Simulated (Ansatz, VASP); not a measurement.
# Si3N4: VASP beside Ansatz

```
CELL_PARAMETERS angstrom
0.00000 3.84543 3.84543
3.84543 0.00000 3.84543
3.84543 3.84543 0.00000
ATOMIC_POSITIONS crystal
Si 0.62500 0.62500 0.12500
Si 0.62500 0.12500 0.62500
Si 0.12500 0.62500 0.62500
Si 0.62500 0.62500 0.62500
Si 0.25000 0.25000 0.25000
Si 0.00000 0.00000 0.00000
N 0.86757 0.86757 0.86757
N 0.85271 0.38243 0.38243
N 0.38243 0.38243 0.85271
N 0.38243 0.85271 0.38243
N 0.86757 0.86757 0.39729
N 0.86757 0.39729 0.86757
N 0.38243 0.38243 0.38243
N 0.39729 0.86757 0.86757
```

Alike in both runs: functional LDA; k mesh 8 × 8 × 8; occupations gaussian, width 0.02 eV; no spin polarisation.

Ansatz relaxed the structure, and its values are those at the end. VASP's run is a single point on that final structure, the one shown.

|  | VASP | Ansatz |
| --- | --- | --- |
| version | VASP 6.6.1 | Ansatz 0.2.0 |
| potentials or method | VASP PAW LDA potentials, release 64 (Si, N), cutoff 600 eV | scalar-relativistic, plane waves, PAW |
| valence electrons in the cell | 64 | 64 |

|  | VASP | Ansatz | Ansatz less VASP |
| --- | --- | --- | --- |
| gap on the k mesh at the Fermi level (eV) | 3.35 | 3.36 | +0.011 |
| least direct gap on the mesh (eV) | 3.38 | 3.39 | +0.013 |
| pressure (GPa) | 0.6 | 0.0 | -0.63 |
| rms of the force components (eV/Å) | 0.006 | 0.000 | -0.0063 |

Ansatz warns that its potentials were made for another functional, while VASP's fit it. LDA's correlation is that of Perdew and Zunger in VASP and of Perdew and Wang (1992) in Ansatz.
